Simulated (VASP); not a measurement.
Set up this calculation in VASP 6.6.1, as the native input.

* Task: single point
* Functional: r2SCAN
* Potentials or basis: VASP PAW PBE potentials, release 64 (Na_pv, Ge_d, Cl)
* Cutoff: 520 eV
* k mesh: 4 × 4 × 4
* Occupations: gaussian, width 0.01 eV
* Spin: no spin polarisation
* Dipole correction: no
* Further INCAR settings: ALGO = Normal; EDIFF = 1e-06; NBANDS = 29

The system is NaGeCl3.

```
Na Ge Cl
1.0
     5.19087    0.00000    0.00000
     0.00000    5.19087    0.00000
     0.00000    0.00000    5.19087
Na Ge Cl
1 1 3
Direct
  0.00000 0.00000 0.00000
  0.50000 0.50000 0.50000
  0.50000 0.50000 0.00000
  0.50000 0.00000 0.50000
  0.00000 0.50000 0.50000
```

One way to write it, as run:

POSCAR

```
NaGeCl3
1.0
    5.1908704749      0.0000000000      0.0000000000
    0.0000000000      5.1908704749      0.0000000000
    0.0000000000      0.0000000000      5.1908704749
Na Ge Cl
1 1 3
Direct
    0.0000000000      0.0000000000      0.0000000000
    0.5000000000      0.5000000000      0.5000000000
    0.5000000000      0.5000000000      0.0000000000
    0.5000000000      0.0000000000      0.5000000000
    0.0000000000      0.5000000000      0.5000000000
```

INCAR.step1

```
PREC     = Accurate       # precision mode
ENCUT    = 520            # plane-wave cutoff, eV
ISMEAR   = 0              # smearing method
SIGMA    = 0.01           # smearing width, eV
LREAL    = False          # projectors in reciprocal space
LASPH    = True           # aspherical terms in the spheres
NELM     = 80             # most SCF steps
NBANDS   = 29             # bands
GGA      = PE             # functional
ALGO     = Normal         # electronic algorithm
EDIFF    = 1E-4           # SCF threshold, eV
LWAVE    = True           # write WAVECAR
LCHARG   = False          # write CHGCAR
```

INCAR.step2

```
PREC     = Accurate       # precision mode
ENCUT    = 520            # plane-wave cutoff, eV
EDIFF    = 1E-6           # SCF threshold, eV
ISMEAR   = 0              # smearing method
SIGMA    = 0.01           # smearing width, eV
LREAL    = False          # projectors in reciprocal space
LASPH    = True           # aspherical terms in the spheres
NELM     = 80             # most SCF steps
ALGO     = Normal         # electronic algorithm
ISIF     = 2              # what is computed and relaxed
LWAVE    = False          # write WAVECAR
LCHARG   = True           # write CHGCAR
METAGGA  = R2SCAN         # meta-GGA
LMIXTAU  = True         
LELF     = True           # ELF
LVHAR    = True         
NBANDS   = 29             # bands
ISTART   = 1
```

KPOINTS

```
Automatic mesh
0
Gamma
  4 4 4
```

Potentials or basis: VASP PAW PBE potentials, release 64 (Na_pv, Ge_d, Cl).

Command:

```sh
$ cat potpaw_PBE.64/Na_pv/POTCAR potpaw_PBE.64/Ge_d/POTCAR potpaw_PBE.64/Cl/POTCAR > POTCAR
$ cp INCAR.step1 INCAR
$ mpirun -np 1 vasp_std > vasp.out
$ cp INCAR.step2 INCAR
$ mpirun -np 1 vasp_std > vasp.out
```

Results of the run:

```yaml
Pressure: -0.1 GPa
Band_gap_on_the_k_mesh: 0.78 eV
```

Caveat: the PAW data sets were made with another functional, which shifts forces and pressure a little.

Wall time 57 s on 1 thread of Intel(R) Xeon(R) 6975P-C (Granite Rapids), on a shared host, peak memory 0.27 GiB.
